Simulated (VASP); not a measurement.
# MgH2 (Fm-3m) in VASP: further runs

The runs below take MgH2 through single point, with PBE.

All numbers are computed with VASP 6.6.1; they aren't measurements. Logs are shortened: lines on timing, memory, paths and dates and some standing lists are left out, and cuts for length are marked.

## (1) The cell of the first run

The structure is cubic, space group Fm-3m (No. 225). The conventional cell has a = 4.762 Å, b = 4.762 Å, c = 4.762 Å, α = 90.00°, β = 90.00°, γ = 90.00°. Mg (site symmetry m-3m) has 8 H at 2.06 Å within 2.7 Å. H (site symmetry -43m) has 4 Mg at 2.06 Å and 6 H at 2.38 Å within 2.7 Å.

## (2) Single point, PBE

INCAR reads:

```
PREC = Accurate
ENCUT = 600
EDIFF = 1E-6
ISMEAR = -5
SIGMA = 0.1
LREAL = F
LASPH = T
NELM = 120
ALGO = Normal
ISIF = 2
LWAVE = F
LCHARG = T
GGA = PE
LELF = T
LVHAR = T
NBANDS = 9
GGA_COMPAT = F
```

KPOINTS reads:

```
Automatic mesh
0
Gamma
  8 8 8
```

POSCAR reads:

```
MgH2
1.0
    0.0000000000      2.3810671667      2.3810671667
    2.3810671667      0.0000000000      2.3810671667
    2.3810671667      2.3810671667      0.0000000000
Mg H
1 2
Direct
    0.0000000000      0.0000000000      0.0000000000
    0.7500000000      0.7500000000      0.7500000000
    0.2500000000      0.2500000000      0.2500000000
```

Potentials or basis: VASP PAW PBE potentials, release 64 (Mg, H).

On the command line:

```sh
$ cat potpaw_PBE.64/Mg/POTCAR potpaw_PBE.64/H/POTCAR > POTCAR
$ mpirun -np 1 vasp_std > vasp.out
```

OUTCAR:

```text
PREC = Accurate
   ENCUT = 600
   EDIFF = 1E-6
   ISMEAR = -5
   LREAL = F
   LASPH = T
   NELM = 120
   ISIF = 2
   GGA = PE

 ion  position               nearest neighbor table
   1  0.000  0.000  0.000-   2 2.06   3 2.06   2 2.06   2 2.06   2 2.06   3 2.06   3 2.06   3 2.06

   2  0.750  0.750  0.750-   1 2.06   1 2.06   1 2.06   1 2.06
   3  0.250  0.250  0.250-   1 2.06   1 2.06   1 2.06   1 2.06

  LATTYP: Found a face centered cubic cell.
 ALAT       =     4.7621343334

  Lattice vectors:

 A1 = (   0.0000000000,   2.3810671667,   2.3810671667)
 A2 = (   2.3810671667,   0.0000000000,   2.3810671667)
 A3 = (   2.3810671667,   2.3810671667,   0.0000000000)

Analysis of symmetry for initial positions (statically):
=====================================================================
 Subroutine PRICEL returns:
 Original cell was already a primitive cell.

 Routine SETGRP: Setting up the symmetry group for a
 face centered cubic supercell.

 Subroutine GETGRP returns: Found 48 space group operations
 (whereof 48 operations were pure point group operations)
 out of a pool of 48 trial point group operations.

The static configuration has the point symmetry O_h .

Analysis of symmetry for dynamics (positions and initial velocities):
=====================================================================
 Subroutine PRICEL returns:
 Original cell was already a primitive cell.

 Routine SETGRP: Setting up the symmetry group for a
 face centered cubic supercell.

 Subroutine GETGRP returns: Found 48 space group operations
 (whereof 48 operations were pure point group operations)
 out of a pool of 48 trial point group operations.

The dynamic configuration has the point symmetry O_h .

 Subroutine INISYM returns: Found 48 space group operations
 (whereof 48 operations are pure point group operations),
 and found     1 'primitive' translations

----------------------------------------------------------------------------------------

                                     Primitive cell

  volume of cell :      26.9988

  direct lattice vectors                    reciprocal lattice vectors
     0.000000000  2.381067167  2.381067167    -0.209989876  0.209989876  0.209989876
     2.381067167  0.000000000  2.381067167     0.209989876 -0.209989876  0.209989876
     2.381067167  2.381067167  0.000000000     0.209989876  0.209989876 -0.209989876

  length of vectors
     3.367337480  3.367337480  3.367337480     0.363713135  0.363713135  0.363713135

  position of ions in fractional coordinates (direct lattice)
     0.000000000  0.000000000  0.000000000
     0.750000000  0.750000000  0.750000000
     0.250000000  0.250000000  0.250000000

  ion indices of the primitive-cell ions
   primitive index   ion index
                 1           1
                 2           2
                 3           3

----------------------------------------------------------------------------------------

 KPOINTS: Automatic mesh

Automatic generation of k-mesh.
 Grid dimensions read from file:
 generate k-points for:    8    8    8

 Generating k-lattice:

  Cartesian coordinates                     Fractional coordinates (reciprocal lattice)
    -0.026248735  0.026248735  0.026248735     0.125000000  0.000000000  0.000000000
     0.026248735 -0.026248735  0.026248735     0.000000000  0.125000000  0.000000000
     0.026248735  0.026248735 -0.026248735     0.000000000  0.000000000  0.125000000

  Length of vectors
     0.045464142  0.045464142  0.045464142

  Shift w.r.t. Gamma in fractional coordinates (k-lattice)
     0.000000000  0.000000000  0.000000000

 TETIRR: Found     76 inequivalent tetrahedra from     3072

 Subroutine IBZKPT returns following result:
 ===========================================

 Found     29 irreducible k-points:

 Following reciprocal coordinates:
            Coordinates               Weight
  0.000000  0.000000  0.000000      1.000000
  0.125000  0.000000  0.000000      8.000000
  0.250000  0.000000  0.000000      8.000000
  0.375000  0.000000  0.000000      8.000000
  0.500000  0.000000  0.000000      4.000000
  0.125000  0.125000  0.000000      6.000000
[... 16 lines left out ...]
  0.500000  0.250000  0.125000     48.000000
 -0.375000  0.250000  0.125000     24.000000
 [... further k-points ...]
   k-points           NKPTS =     29   k-points in BZ     NKDIM =     29   number of bands    NBANDS=      9
   number of dos      NEDOS =    301   number of ions     NIONS =      3
   total plane-waves  NPLWV =  21952
   dimension x,y,z NGX =    28 NGY =   28 NGZ =   28
   dimension x,y,z NGXF=    56 NGYF=   56 NGZF=   56
   ions per type =               1   2
   NGX,Y,Z   is equivalent  to a cutoff of  13.82, 13.82, 13.82 a.u.
   NGXF,Y,Z  is equivalent  to a cutoff of  27.65, 27.65, 27.65 a.u.
 SYSTEM =  unknown system
   PREC   = accura    normal or accurate (medium, high low for compatibility)
   ISTART =      0    job   : 0-new  1-cont  2-samecut
   ICHARG =      2    charge: 1-file 2-atom 10-const
   ISPIN  =      1    spin polarized calculation?
   LNONCOLLINEAR =      F non collinear calculations
   LSORBIT =      F    spin-orbit coupling
   LASPH  =      T    aspherical Exc in radial PAW
   ENCUT  =  600.0 eV  44.10 Ry    6.64 a.u.   6.73  6.73  6.73*2*pi/ulx,y,z
   NELM   =    120;   NELMIN=  2; NELMDL= -5     # of ELM steps
   EDIFF  = 0.1E-05   stopping-criterion for ELM
   LREAL  =      F    real-space projection
   EDIFFG = 0.1E-04   stopping-criterion for IOM
   NSW    =      0    number of steps for IOM
   IBRION =     -1    ionic relax: 0-MD 1-quasi-New 2-CG
   NFREE  =      0    steps in history (QN), initial steepest desc. (CG)
   ISIF   =      2    stress and relaxation
   ISYM   =      2    0-nonsym 1-usesym 2-fastsym
   POTIM  = 0.5000    time-step for ionic-motion
   TEBEG  =    0.0;   TEEND  =   0.0 temperature during run
   PSTRESS=    0.0 pullay stress
   NELECT =       4.0000    total number of electrons
   NUPDOWN=      -1.0000    fix difference up-down
   EMIN   =  10.00;   EMAX   =-10.00  energy-range for DOS
   EFERMI =   0.00;   METHOD = LEGACY
   ISMEAR =    -5;   SIGMA  =   0.10  broadening in eV -4-tet -1-fermi 0-gaus
   EFERMI_NEDOS =   21; number of points for ismear=-14 and -15
   IALGO  =     38    algorithm
   IMIX   =      4    mixing-type and parameters
     AMIX     =   0.40;   BMIX     =  1.00
     AMIX_MAG =   1.60;   BMIX_MAG =  1.00
  volume/ion in A,a.u.               =       9.00        60.73
  Fermi-wavevector in a.u.,A,eV,Ry     =   0.866257  1.636987 10.209817  0.750400
  Thomas-Fermi vector in A             =   1.984619
   LORBIT       =      0    0 simple, 1 ext, 2 COOP (PROOUT), +10 PAW based schemes
   GGA     = PE    functional components
   LHFCALC =     F    Hartree Fock is set to
   AEXX    =    0.0000 exact exchange contribution
   IVDW    =     0    specifies the selected vdW correction
   LEPSILON=     F    determine dielectric tensor
   LRPA    =     F    only Hartree local field effects (RPA)
 non-spin polarized calculation
 Fermi weights with tetrahedron method with Bloechl corrections
  energy-cutoff  :      600.00
  volume of cell :       27.00
 maximum number of plane-waves:       934
   NGX = 13   NGY = 13   NGZ = 13

 number of electron       4.0000000 magnetization

 Free energy of the ion-electron system (eV)
  ---------------------------------------------------
  ext. energy  EPLUGINS =         0.00000000
  ---------------------------------------------------
  free energy    TOTEN  =        -8.49743235 eV

  energy without entropy =       -8.49743235  energy(sigma->0) =       -8.49743235

 E-fermi :   3.1178     XC(G=0):  -8.9297

 val. band max:        3.2520384399   @ k =   0.1250   0.0000   0.0000
 cond. band min:       3.0057481419   @ k =  -0.3750   0.5000   0.1250
 fundamental gap:     -0.2462902980
 Fermi energy:         3.1177812643

 k-point     1 :       0.0000    0.0000    0.0000
  band No.  band energies     occupation
      1      -6.9822      2.00000
      2       3.8930      0.00000
      3      12.2869      0.00000
      4      12.2869      0.00000
      5      12.2869      0.00000
      6      14.8487      0.00000
      7      14.8487      0.00000
      8      14.8487      0.00000
      9      15.6204      0.00000

 k-point     2 :       0.1250    0.0000    0.0000
  band No.  band energies     occupation
      1      -6.6972      2.00000
      2       3.2520      1.05783
      3      11.1012      0.00000
      4      11.9197      0.00000
      5      11.9197      0.00000
      6      14.4643      0.00000
      7      15.6584      0.00000
      8      15.6584      0.00000
      9      16.3765      0.00000

 k-point     3 :       0.2500    0.0000    0.0000
  band No.  band energies     occupation
      1      -5.8544      2.00000
      2       1.5720      2.00464
      3       9.9244      0.00000
      4      11.5171      0.00000
      5      11.5171      0.00000
      6      12.6220      0.00000
      7      14.6313      0.00000
      8      14.6313      0.00000
      9      17.9198      0.00000

 k-point     4 :       0.3750    0.0000    0.0000
  band No.  band energies     occupation
      1      -4.4926      2.00000
      2      -0.5726      2.00000
      3       9.5564      0.00000
      4      11.0658      0.00000
      5      11.5246      0.00000
      6      11.5246      0.00000
      7      13.0735      0.00000
      8      13.0735      0.00000
      9      20.5307      0.00000
[... 205 lines left out ...]
 k-point    22 :       0.3750    0.2500    0.1250
  band No.  band energies     occupation
      1      -5.1359      2.00000
      2       1.1003      2.00000
      3       7.5387      0.00000
      4       8.7232      0.00000
      5      10.5532      0.00000
      6      14.2574      0.00000
      7      14.9075      0.00000
      8      16.1506      0.00000
      9      19.4295      0.00000

 k-point    23 :       0.5000    0.2500    0.1250
  band No.  band energies     occupation
      1      -3.8382      2.00000
      2      -0.3988      2.00000
      3       6.3485      0.00000
      4       7.2376      0.00000
      5      11.1591      0.00000
      6      13.0283      0.00000
      7      16.0159      0.00000
      8      17.4314      0.00000
      9      18.7158      0.00000

 k-point    24 :      -0.3750    0.2500    0.1250
  band No.  band energies     occupation
      1      -2.2034      2.00000
      2      -2.1500      2.00000
      3       6.1291      0.00000
      4       6.5808      0.00000
      5      11.8844      0.00000
      6      11.9151      0.00000
      7      17.2570      0.00000
      8      17.5900      0.00000
      9      19.1284      0.00000

 [... further k-points ...]
[... 5 lines left out ...]
  --------------------------------------------------------------------------------------
  -------------------------------------------------------------------------------------
  Total       -0.0536203     -0.0536203     -0.0536203      0.0000000      0.0000000     -0.0000000
  in kB       -3.1819634     -3.1819634     -3.1819634      0.0000000      0.0000000     -0.0000000
  external PRESSURE =      -3.1819634 kB  Pullay stress =       0.0000000 kB

 VOLUME and BASIS-vectors are now :
 -----------------------------------------------------------------------------
  energy-cutoff  :      600.00
  volume of cell :       27.00
      direct lattice vectors                 reciprocal lattice vectors
     0.000000000  2.381067167  2.381067167    -0.209989876  0.209989876  0.209989876
     2.381067167  0.000000000  2.381067167     0.209989876 -0.209989876  0.209989876
     2.381067167  2.381067167  0.000000000     0.209989876  0.209989876 -0.209989876

 POSITION                                       TOTAL-FORCE (eV/Angst)
 -----------------------------------------------------------------------------------
      0.00000      0.00000      0.00000        -0.000000     -0.000000     -0.000000
      3.57160      3.57160      3.57160        -0.000000     -0.000000     -0.000000
      1.19053      1.19053      1.19053         0.000000      0.000000      0.000000
 -----------------------------------------------------------------------------------
    total drift:                                0.000000      0.000000      0.000000

  FREE ENERGIE OF THE ION-ELECTRON SYSTEM (eV)
  ---------------------------------------------------
  free  energy   TOTEN  =        -8.4974323519 eV

  energy  without entropy=       -8.4974323519  energy(sigma->0) =       -8.49743235
```

Wall time 12 s (1 thread of Intel Xeon Platinum 8259CL at 2.50GHz (Skylake/Cascade Lake), shared host); peak memory 0.16 GiB.

Results:

* Free energy: -8.4974 eV
* Pressure: -0.3 GPa
* Band gap on the k mesh: zero (band 2 reaches 3.89 eV, above the bottom of band 3 at 2.60 eV)

Levels at points of the mesh, in eV from the Fermi level:
```
           k point  band 1  band 2  band 3  band 4  band 5
(0.00, 0.00, 0.00)  -10.10    0.78    9.17    9.17    9.17
(0.50, 0.00, 0.00)   -5.85   -5.75    6.65    7.09    8.87
(0.50, 0.50, 0.00)   -5.85   -2.49   -0.51    4.55    4.55
```

Caveat: tetrahedron occupations give inexact forces and stress in metals.

## (3) Single point, PBE

INCAR reads:

```
  ALGO = Normal
  EDIFF = 1E-6
  ENCUT = 600
  GGA = PE
  GGA_COMPAT = False
  ISIF = 2
  ISMEAR = -1
  LASPH = True
  LCHARG = True
  LELF = True
  LREAL = False
  LVHAR = True
  LWAVE = False
  NBANDS = 9
  NELM = 120
  PREC = Accurate
  SIGMA = 0.025851999786435532
```

KPOINTS reads:

```
k-points
0
Gamma
  8 8 8
```

POSCAR is that of step 2.

Potentials or basis: VASP PAW PBE potentials, release 64 (Mg, H).

On the command line:

```sh
$ cat potpaw_PBE.64/Mg/POTCAR potpaw_PBE.64/H/POTCAR > POTCAR
$ mpirun -np 1 vasp_std > vasp.out
```

OUTCAR:

```text
EDIFF = 1E-6
   ENCUT = 600
   GGA = PE
   ISIF = 2
   ISMEAR = -1
   LASPH = True
   LREAL = False
   NELM = 120
   PREC = Accurate

 ion  position               nearest neighbor table
   1  0.000  0.000  0.000-   2 2.06   3 2.06   2 2.06   2 2.06   2 2.06   3 2.06   3 2.06   3 2.06

   2  0.750  0.750  0.750-   1 2.06   1 2.06   1 2.06   1 2.06
   3  0.250  0.250  0.250-   1 2.06   1 2.06   1 2.06   1 2.06

  LATTYP: Found a face centered cubic cell.
 ALAT       =     4.7621343334

  Lattice vectors:

[... 470 lines left out ...]
      7      17.2373      0.00000
      8      17.5660      0.00000
      9      19.1038      0.00000

 [... further k-points ...]
[... 5 lines left out ...]
  --------------------------------------------------------------------------------------
  -------------------------------------------------------------------------------------
  Total       -0.0993279     -0.0993279     -0.0993279      0.0000000     -0.0000000     -0.0000000
  in kB       -5.8943610     -5.8943610     -5.8943610      0.0000000     -0.0000000     -0.0000000
  external PRESSURE =      -5.8943610 kB  Pullay stress =       0.0000000 kB

 VOLUME and BASIS-vectors are now :
 -----------------------------------------------------------------------------
  energy-cutoff  :      600.00
  volume of cell :       27.00
      direct lattice vectors                 reciprocal lattice vectors
     0.000000000  2.381067167  2.381067167    -0.209989876  0.209989876  0.209989876
     2.381067167  0.000000000  2.381067167     0.209989876 -0.209989876  0.209989876
     2.381067167  2.381067167  0.000000000     0.209989876  0.209989876 -0.209989876

 POSITION                                       TOTAL-FORCE (eV/Angst)
 -----------------------------------------------------------------------------------
      0.00000      0.00000      0.00000        -0.000000      0.000000     -0.000000
      3.57160      3.57160      3.57160         0.000000      0.000000     -0.000000
      1.19053      1.19053      1.19053        -0.000000     -0.000000      0.000000
 -----------------------------------------------------------------------------------
    total drift:                                0.000000      0.000000      0.000000

  FREE ENERGIE OF THE ION-ELECTRON SYSTEM (eV)
  ---------------------------------------------------
  free  energy   TOTEN  =        -8.4978975395 eV

  energy  without entropy=       -8.4973847955  energy(sigma->0) =       -8.49764117
```

stdout:

```text
POSCAR found type information on POSCAR MgH
 POSCAR found :  2 types and       3 ions
 scaLAPACK will be used
 LDA part: xc-table for (Slater+PW92), standard interpolation
 POSCAR, INCAR and KPOINTS ok, starting setup
 FFT: planning ... GRIDC
 FFT: planning ... GRID_SOFT
 FFT: planning ... GRID
 WAVECAR not read
 entering main loop
```

Wall time 10 s (1 thread of Intel Xeon Platinum 8259CL at 2.50GHz (Skylake/Cascade Lake), shared host); peak memory 0.15 GiB.

What came out:

```yaml
Free_energy: -8.4979 eV
Pressure: -0.6 GPa
Band_gap_on_the_k_mesh: zero (band 2 reaches 3.84 eV, above the bottom of band 3 at 2.58 eV)
```
